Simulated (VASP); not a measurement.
# TiMoSe4 (Cmmm) in VASP: further runs

Runs on TiMoSe4. Level: PBE. Tasks: single point, relaxation of cell and atoms.

Program: VASP 6.6.1. These are calculated values, not measurements. Logs are shortened: lines on timing, memory, paths and dates and some standing lists are left out, and cuts for length are marked.

### Step 1. The cell of the first run

The structure is orthorhombic, space group Cmmm (No. 65). Conventional cell: a = 8.745 Å, b = 8.910 Å, c = 3.451 Å, α = 90.00°, β = 90.00°, γ = 90.00°. Within 3.3 Å of Ti (site symmetry mmm) lie 6 Se at 2.50 to 2.64 Å. Mo (site symmetry mmm) has 6 Se at 2.51 to 2.56 Å within 3.3 Å. Se (site symmetry m2m) has 2 Mo at 2.51 Å and 1 Ti at 2.64 Å within 3.3 Å. Se (site symmetry 2mm) has 2 Ti at 2.50 Å and 1 Mo at 2.56 Å within 3.3 Å.

The cell was built from a structure type or drawn by symmetry, and may not be a known phase.

### Step 2. Single point, PBE, collinear spin

Contents of INCAR:

```
SYSTEM = TiMoSe4
ALGO = Normal ; EDIFF = 1E-7
ENCUT = 520 ; GGA = PE
ISIF = 2 ; ISMEAR = 0
ISPIN = 2 ; LASPH = .True.
LCHARG = .False. ; LMAXMIX = 4
LORBIT = 11 ; LREAL = .False.
LWAVE = .False. ; MAGMOM = 1 1 0 0 0 0
NBANDS = 38 ; NELM = 150
PREC = Accurate ; SIGMA = 0.15
```

Contents of KPOINTS:

```
k-points
0
Gamma
  2 2 3
  0 0 0
```

Contents of POSCAR:

```
TiMoSe4
1.0
    4.4547550015     -4.3724044777      0.0000000000
    4.4547550015      4.3724044777      0.0000000000
    0.0000000000      0.0000000000      3.4510825319
Ti Mo Se
1 1 4
Direct
    0.5000000000      0.5000000000      0.0000000000
    0.0000000000      0.0000000000      0.5000000000
    0.7957839852      0.7957839852      0.0000000000
    0.2042160148      0.2042160148      0.0000000000
    0.2932838195      0.7067161805      0.5000000000
    0.7067161805      0.2932838195      0.5000000000
```

Potentials or basis: VASP PAW PBE potentials, release 64 (Ti_sv, Mo_sv, Se).

Run with:

```
cat potpaw_PBE.64/Ti_sv/POTCAR potpaw_PBE.64/Mo_sv/POTCAR potpaw_PBE.64/Se/POTCAR > POTCAR
mpirun -np 1 vasp_std > vasp.out
```

OUTCAR:

```text
SYSTEM = TiMoSe4
   EDIFF = 1E-7
   ENCUT = 520
   GGA = PE
   ISIF = 2
   ISMEAR = 0
   ISPIN = 2
   LASPH = .True.
   LORBIT = 11
   LREAL = .False.
   NELM = 150
   PREC = Accurate

 ion  position               nearest neighbor table
   1  0.500  0.500  0.000-   5 2.50   6 2.50   5 2.50   6 2.50   3 2.64   4 2.64
   2  0.000  0.000  0.500-   3 2.51   4 2.51   3 2.51   4 2.51   5 2.56   6 2.56
   3  0.796  0.796  0.000-   2 2.51   2 2.51   1 2.64
   4  0.204  0.204  0.000-   2 2.51   2 2.51   1 2.64
   5  0.293  0.707  0.500-   1 2.50   1 2.50   2 2.56
   6  0.707  0.293  0.500-   1 2.50   1 2.50   2 2.56

  LATTYP: Found a base centered orthorhombic cell.
 ALAT       =     8.7448089554
 B/A-ratio  =     1.0188341505
 C/A-ratio  =     0.3946435593

  Lattice vectors:

 A1 = (  -4.4547550015,  -4.3724044777,   0.0000000000)
 A2 = (   4.4547550015,  -4.3724044777,   0.0000000000)
 A3 = (   0.0000000000,   0.0000000000,   3.4510825319)

Analysis of symmetry for initial positions (statically):
=====================================================================
 Subroutine PRICEL returns:
 Original cell was already a primitive cell.

 Routine SETGRP: Setting up the symmetry group for a
 base centered orthorhombic supercell.

 Subroutine GETGRP returns: Found  8 space group operations
 (whereof  8 operations were pure point group operations)
 out of a pool of  8 trial point group operations.

The static configuration has the point symmetry D_2h.

Analysis of symmetry for dynamics (positions and initial velocities):
=====================================================================
 Subroutine PRICEL returns:
 Original cell was already a primitive cell.

 Routine SETGRP: Setting up the symmetry group for a
 base centered orthorhombic supercell.

 Subroutine GETGRP returns: Found  8 space group operations
 (whereof  8 operations were pure point group operations)
 out of a pool of  8 trial point group operations.

The dynamic configuration has the point symmetry D_2h.

Analysis of structural, dynamic, and magnetic symmetry:
=====================================================================
 Subroutine PRICEL returns:
 Original cell was already a primitive cell.

 Routine SETGRP: Setting up the symmetry group for a
 base centered orthorhombic supercell.

 Subroutine GETGRP returns: Found  8 space group operations
 (whereof  8 operations were pure point group operations)
 out of a pool of  8 trial point group operations.

The overall configuration has the point symmetry D_2h.

 Subroutine INISYM returns: Found  8 space group operations
 (whereof  8 operations are pure point group operations),
 and found     1 'primitive' translations

----------------------------------------------------------------------------------------

                                     Primitive cell

  volume of cell :     134.4403

  direct lattice vectors                    reciprocal lattice vectors
     4.454755001 -4.372404478  0.000000000     0.112239618 -0.114353556  0.000000000
     4.454755001  4.372404478  0.000000000     0.112239618  0.114353556  0.000000000
     0.000000000  0.000000000  3.451082532     0.000000000  0.000000000  0.289764151

  length of vectors
     6.242015944  6.242015944  3.451082532     0.160232542  0.160232542  0.289764151

  position of ions in fractional coordinates (direct lattice)
     0.500000000  0.500000000  0.000000000
     0.000000000  0.000000000  0.500000000
     0.795783985  0.795783985  0.000000000
     0.204216015  0.204216015  0.000000000
     0.293283819  0.706716181  0.500000000
     0.706716181  0.293283819  0.500000000

  ion indices of the primitive-cell ions
   primitive index   ion index
                 1           1
                 2           2
                 3           3
                 4           4
                 5           5
                 6           6

[... 24 lines left out ...]
 Found      6 irreducible k-points:

 Following reciprocal coordinates:
            Coordinates               Weight
  0.000000  0.000000  0.000000      1.000000
  0.500000  0.000000  0.000000      2.000000
  0.500000  0.500000  0.000000      1.000000
  0.000000  0.000000  0.333333      2.000000
  0.500000  0.000000  0.333333      4.000000
  0.500000  0.500000  0.333333      2.000000
   k-points           NKPTS =      6   k-points in BZ     NKDIM =      6   number of bands    NBANDS=     38
   number of dos      NEDOS =    301   number of ions     NIONS =      6
   total plane-waves  NPLWV =  64512
   dimension x,y,z NGX =    48 NGY =   48 NGZ =   28
   dimension x,y,z NGXF=    96 NGYF=   96 NGZF=   56
   ions per type =               1   1   4
   NGX,Y,Z   is equivalent  to a cutoff of  12.78, 12.78, 13.49 a.u.
   NGXF,Y,Z  is equivalent  to a cutoff of  25.57, 25.57, 26.98 a.u.
 SYSTEM =  TiMoSe4
   PREC   = accura    normal or accurate (medium, high low for compatibility)
   ISTART =      0    job   : 0-new  1-cont  2-samecut
   ICHARG =      2    charge: 1-file 2-atom 10-const
   ISPIN  =      2    spin polarized calculation?
   LNONCOLLINEAR =      F non collinear calculations
   LSORBIT =      F    spin-orbit coupling
   LASPH  =      T    aspherical Exc in radial PAW
   ENCUT  =  520.0 eV  38.22 Ry    6.18 a.u.  11.61 11.61  6.42*2*pi/ulx,y,z
   NELM   =    150;   NELMIN=  2; NELMDL= -5     # of ELM steps
   EDIFF  = 0.1E-06   stopping-criterion for ELM
   LREAL  =      F    real-space projection
   EDIFFG = 0.1E-05   stopping-criterion for IOM
   NSW    =      0    number of steps for IOM
   IBRION =     -1    ionic relax: 0-MD 1-quasi-New 2-CG
   NFREE  =      0    steps in history (QN), initial steepest desc. (CG)
   ISIF   =      2    stress and relaxation
   ISYM   =      2    0-nonsym 1-usesym 2-fastsym
   POTIM  = 0.5000    time-step for ionic-motion
   TEBEG  =    0.0;   TEEND  =   0.0 temperature during run
   PSTRESS=    0.0 pullay stress
   NELECT =      50.0000    total number of electrons
   NUPDOWN=      -1.0000    fix difference up-down
   EMIN   =  10.00;   EMAX   =-10.00  energy-range for DOS
   EFERMI =   0.00;   METHOD = LEGACY
   ISMEAR =     0;   SIGMA  =   0.15  broadening in eV -4-tet -1-fermi 0-gaus
   EFERMI_NEDOS =   21; number of points for ismear=-14 and -15
   IALGO  =     38    algorithm
   IMIX   =      4    mixing-type and parameters
     AMIX     =   0.40;   BMIX     =  1.00
     AMIX_MAG =   1.60;   BMIX_MAG =  1.00
  volume/ion in A,a.u.               =      22.41       151.21
  Fermi-wavevector in a.u.,A,eV,Ry     =   1.177303  2.224781 18.858258  1.386043
  Thomas-Fermi vector in A             =   2.313652
   LORBIT       =     11    0 simple, 1 ext, 2 COOP (PROOUT), +10 PAW based schemes
   GGA     = PE    functional components
   LHFCALC =     F    Hartree Fock is set to
   AEXX    =    0.0000 exact exchange contribution
   IVDW    =     0    specifies the selected vdW correction
   LEPSILON=     F    determine dielectric tensor
   LRPA    =     F    only Hartree local field effects (RPA)
 spin polarized calculation
 Gauss-broadening in eV      SIGMA  =   0.15
  energy-cutoff  :      520.00
  volume of cell :      134.44
 maximum number of plane-waves:      3645
 NGX is ok and might be reduce to    48
   NGX = 23   NGY = 23   NGZ = 13

 number of electron      49.9999999 magnetization       0.3154403

 Free energy of the ion-electron system (eV)
  ---------------------------------------------------
  ext. energy  EPLUGINS =         0.00000000
  ---------------------------------------------------
  free energy    TOTEN  =       -36.17292372 eV

  energy without entropy =      -36.12231703  energy(sigma->0) =      -36.14762038

 E-fermi :   4.9718     XC(G=0):  -9.9728

 val. band max:        4.9436968835   @ k =   0.0000   0.0000   0.3333
 cond. band min:       4.9993283244   @ k =   0.5000   0.0000   0.3333
 fundamental gap:      0.0556314409
 Fermi energy:         4.9717953961

 spin component 1

 k-point     1 :       0.0000    0.0000    0.0000
  band No.  band energies     occupation
      1     -56.5827      1.00000
      2     -52.5931      1.00000
      3     -30.7267      1.00000
      4     -30.6633      1.00000
      5     -30.6405      1.00000
      6     -28.9681      1.00000
[... 229 lines left out ...]
     36      10.9170      0.00000
     37      11.2204      0.00000
 Fermi energy:         4.9717953961

 spin component 2

 k-point     1 :       0.0000    0.0000    0.0000
  band No.  band energies     occupation
      1     -56.4488      1.00000
      2     -52.5717      1.00000
      3     -30.6163      1.00000
      4     -30.4933      1.00000
      5     -30.4788      1.00000
      6     -28.9385      1.00000
[... 229 lines left out ...]
     36      10.9548      0.00000
     37      11.2462      0.00000
 [bands above 37 left out]

------------------------ aborting loop because EDIFF is reached ----------------------------------------

  FORCE on cell =-STRESS in cart. coord.  units (eV):
  Direction    XX          YY          ZZ          XY          YZ          ZX
  --------------------------------------------------------------------------------------
  -------------------------------------------------------------------------------------
  Total        0.1739278      0.3935300      0.0669536     -0.0000000      0.0000000      0.0000000
  in kB        2.0727654      4.6898503      0.7979119     -0.0000000      0.0000000      0.0000000
  external PRESSURE =       2.5201759 kB  Pullay stress =       0.0000000 kB

 VOLUME and BASIS-vectors are now :
 -----------------------------------------------------------------------------
  energy-cutoff  :      520.00
  volume of cell :      134.44
      direct lattice vectors                 reciprocal lattice vectors
     4.454755001 -4.372404478  0.000000000     0.112239618 -0.114353556  0.000000000
     4.454755001  4.372404478  0.000000000     0.112239618  0.114353556  0.000000000
     0.000000000  0.000000000  3.451082532     0.000000000  0.000000000  0.289764151

 POSITION                                       TOTAL-FORCE (eV/Angst)
 -----------------------------------------------------------------------------------
      4.45476      0.00000      0.00000         0.000000      0.000000      0.000000
      0.00000      0.00000      1.72554         0.000000      0.000000      0.000000
      7.09005      0.00000      0.00000        -0.048494      0.000000      0.000000
      1.81946      0.00000      0.00000         0.048494      0.000000      0.000000
      4.45476      1.80769      1.72554         0.000000     -0.001082      0.000000
      4.45476     -1.80769      1.72554         0.000000      0.001082      0.000000
 -----------------------------------------------------------------------------------
    total drift:                                0.000000     -0.000000     -0.000000

  FREE ENERGIE OF THE ION-ELECTRON SYSTEM (eV)
  ---------------------------------------------------
  free  energy   TOTEN  =       -36.1729237164 eV

  energy  without entropy=      -36.1223170336  energy(sigma->0) =      -36.14762038

 total charge

# of ion       s       p       d       tot
------------------------------------------
    1        2.169   6.146   1.887  10.202
    2        2.273   6.172   3.860  12.305
    3        1.457   2.354   0.047   3.858
    4        1.457   2.354   0.047   3.858
    5        1.453   2.376   0.042   3.870
    6        1.453   2.376   0.042   3.870
--------------------------------------------------
tot         10.262  21.777   5.924  37.963

 magnetization (x)

# of ion       s       p       d       tot
------------------------------------------
    1        0.000  -0.000   0.022   0.022
    2        0.002   0.002   0.200   0.204
    3        0.000   0.015   0.001   0.016
    4        0.000   0.015   0.001   0.016
    5       -0.000  -0.005   0.001  -0.004
    6       -0.000  -0.005   0.001  -0.004
--------------------------------------------------
tot          0.002   0.022   0.227   0.251
```

It took 3 min on 1 thread of Intel Xeon 8259CL, shared host; peak memory 0.31 GiB.

What came out:

- Free energy: -36.1729 eV
- Pressure: 0.3 GPa
- Largest force: 0.048 eV/Å
- Net moment: 0.32 μB per cell
- Site moments: Ti +0.02; Mo +0.20; Se +0.02, -0.00 (each value once) μB
- Valence electrons inside the program's atomic spheres: Ti 10.20; Mo 12.30; Se 3.86, 3.87 (each value once)

Forces on the atoms (eV/Å):
```
Ti   0.000  0.000  0.000
Mo   0.000  0.000  0.000
Se  -0.048  0.000  0.000
Se   0.048  0.000  0.000
Se   0.000 -0.001  0.000
Se   0.000  0.001  0.000
```

Stress tensor (GPa, compression positive):
```
0.21 0.00 0.00
0.00 0.47 0.00
0.00 0.00 0.08
```

Levels at points of the mesh, in eV from the Fermi level:
Spin up:
| k point | band 21 | band 22 | band 23 | band 24 | band 25 | band 26 | band 27 | band 28 | band 29 | band 30 |
| --- | --- | --- | --- | --- | --- | --- | --- | --- | --- | --- |
| (0.00, 0.00, 0.00) | -1.21 | -0.86 | -0.51 | -0.35 | -0.31 | -0.30 | 0.35 | 0.60 | 0.84 | 1.38 |
| (0.50, 0.00, 0.00) | -1.51 | -1.39 | -0.99 | -0.80 | -0.49 | 0.24 | 0.70 | 0.86 | 1.14 | 1.44 |
| (0.50, 0.50, 0.00) | -1.63 | -1.63 | -1.48 | -0.52 | -0.52 | -0.44 | -0.34 | 0.60 | 1.61 | 1.98 |
Spin down:
```
           k point  band 23  band 24  band 25  band 26  band 27  band 28
(0.00, 0.00, 0.00)    -0.48    -0.31    -0.27    -0.19     0.35     0.64
(0.50, 0.00, 0.00)    -0.96    -0.79    -0.44     0.26     0.80     1.06
(0.50, 0.50, 0.00)    -1.40    -0.51    -0.49    -0.44    -0.18     0.64
```

Caveat: the k points lie up to 0.61 Å⁻¹ apart.

### Step 3. Relaxation of cell and atoms, PBE, collinear spin

This run uses another cell than the first one, of 20.41 Å³/atom.

Contents of INCAR:

```
  PREC = Accurate
  ENCUT = 600
  EDIFF = 1E-6
  ISMEAR = 0
  SIGMA = 0.15
  LREAL = F
  LASPH = T
  NELM = 150
  ALGO = Normal
  ISIF = 3
  LWAVE = F
  LCHARG = F
  ISPIN = 2
  MAGMOM = 1 1 0 0 0 0
  LORBIT = 11
  LMAXMIX = 4
  GGA = PE
  IBRION = 2
  NSW = 36
  EDIFFG = -0.08
```

Contents of KPOINTS:

```
Automatic mesh
0
Gamma
  2 2 3
```

Contents of POSCAR:

```
TiMoSe4
1.0
    3.9879131300     -4.0147505000      0.0000000000
    3.9879131300      4.0147505000      0.0000000000
    0.0000000000      0.0000000000      3.8242579700
Ti Mo Se
1 1 4
Direct
    0.5000000000      0.5000000000      0.0000000000
    0.0000000000      0.0000000000      0.5000000000
    0.7920064300      0.7920064300      0.0000000000
    0.2079935700      0.2079935700      0.0000000000
    0.3138797100      0.6861202900      0.5000000000
    0.6861202900      0.3138797100      0.5000000000
```

Potentials or basis: VASP PAW PBE potentials, release 64 (Ti_sv, Mo_sv, Se).

Run with:

```
cat potpaw_PBE.64/Ti_sv/POTCAR potpaw_PBE.64/Mo_sv/POTCAR potpaw_PBE.64/Se/POTCAR > POTCAR
mpirun -np 1 vasp_std > vasp.out
```

It took 15 min on 1 thread of Intel Xeon 6975P-C (Granite Rapids), shared host; peak memory 0.35 GiB.

It converged, with:

```yaml
Free_energy: -36.1703 eV
Relaxed_volume: 22.47 Å³/atom
Relaxed_cell: a = 6.248 Å, b = 6.248 Å, c = 3.454 Å, α = 90.00°, β = 90.00°, γ = 88.99°
Space_group_after_relaxing_to_0.1_Å: Cmmm (No. 65)
Energy_gained_by_relaxing: 227.6 meV/atom
Ionic_steps: 19
Pressure_after_relaxing: 0.0 GPa
Largest_force_after_relaxing: 0.059 eV/Å
Band_gap_on_the_k_mesh: zero (filled and empty bands overlap)
Net_moment: 0.00 μB per cell
Valence_electrons_inside_the_program's_atomic_spheres: Ti 10.20; Mo 12.30; Se 3.86, 3.87 (each value once)
```

Forces in eV/Å, atoms in the order of the input:
```
Ti   0.000  0.000  0.000
Mo   0.000  0.000  0.000
Se   0.009  0.000  0.000
Se  -0.009  0.000  0.000
Se   0.000  0.059  0.000
Se   0.000 -0.059  0.000
```

Stress tensor (GPa, compression positive):
```
-0.02  0.00  0.00
 0.00  0.13  0.00
 0.00  0.00 -0.19
```

Step by step:
```csv
step,energy change (eV),largest force (eV/Å),pressure (GPa),volume (Å³)
1,0.0000,1.9472,13.51,122.46
2,-0.5604,0.3775,-7.06,155.44
3,-0.9191,0.6057,-1.16,140.85
4,-0.9191,0.6188,-0.96,140.47
5,-1.0101,0.1988,-0.11,138.89
6,-1.0647,0.8996,1.85,135.99
7,-1.0679,0.3408,0.82,137.08
8,-1.0716,0.5472,1.19,136.66
9,-1.1388,0.8650,0.55,137.66
10,-1.1787,1.1191,0.14,138.60
11,-1.1638,1.4927,-0.55,140.21
12,-1.1811,1.2723,-0.27,139.19
13,-1.2612,0.9235,-0.96,139.52
14,-1.2981,0.5530,-1.57,139.81
15,-1.3289,0.5097,-0.57,137.62
16,-1.3435,0.4440,0.90,134.82
17,-1.3607,0.1502,0.31,134.88
18,-1.3638,0.1183,-0.04,134.92
19,-1.3656,0.0586,-0.03,134.84
```

Final structure:
```cif
data_structure
_symmetry_space_group_name_H-M 'P 1'
_symmetry_Int_Tables_number 1
_cell_length_a 6.2482
_cell_length_b 6.2482
_cell_length_c 3.4545
_cell_angle_alpha 90.000
_cell_angle_beta 90.000
_cell_angle_gamma 88.991
_cell_volume 134.84
loop_
_atom_site_label
_atom_site_type_symbol
_atom_site_fract_x
_atom_site_fract_y
_atom_site_fract_z
_atom_site_occupancy
Ti1 Ti 0.50000 0.50000 0.00000 1
Mo1 Mo 0.00000 0.00000 0.50000 1
Se1 Se 0.79578 0.79578 0.00000 1
Se2 Se 0.20422 0.20422 0.00000 1
Se3 Se 0.29381 0.70619 0.50000 1
Se4 Se 0.70619 0.29381 0.50000 1
```

Levels at points of the mesh, in eV from the Fermi level:
Spin up:
| k point | band 23 | band 24 | band 25 | band 26 | band 27 | band 28 |
| --- | --- | --- | --- | --- | --- | --- |
| (0.00, 0.00, 0.00) | -0.48 | -0.31 | -0.29 | -0.27 | 0.34 | 0.62 |
| (0.50, 0.00, 0.00) | -0.97 | -0.80 | -0.47 | 0.26 | 0.73 | 0.96 |
| (0.50, 0.50, 0.00) | -1.43 | -0.51 | -0.49 | -0.44 | -0.25 | 0.62 |
Spin down:
```csv
k point,band 21,band 22,band 23,band 24,band 25,band 26,band 27,band 28,band 29,band 30
"(0.00, 0.00, 0.00)",-1.21,-0.80,-0.48,-0.31,-0.29,-0.27,0.34,0.62,0.90,1.39
"(0.50, 0.00, 0.00)",-1.47,-1.32,-0.97,-0.80,-0.47,0.26,0.73,0.96,1.16,1.46
"(0.50, 0.50, 0.00)",-1.61,-1.61,-1.43,-0.51,-0.49,-0.44,-0.25,0.62,1.70,1.99
```

Caveat: the k points lie up to 0.61 Å⁻¹ apart in the final cell; the relaxation stopped at a loose force limit of 0.08 eV/Å, so its end isn't a converged minimum.
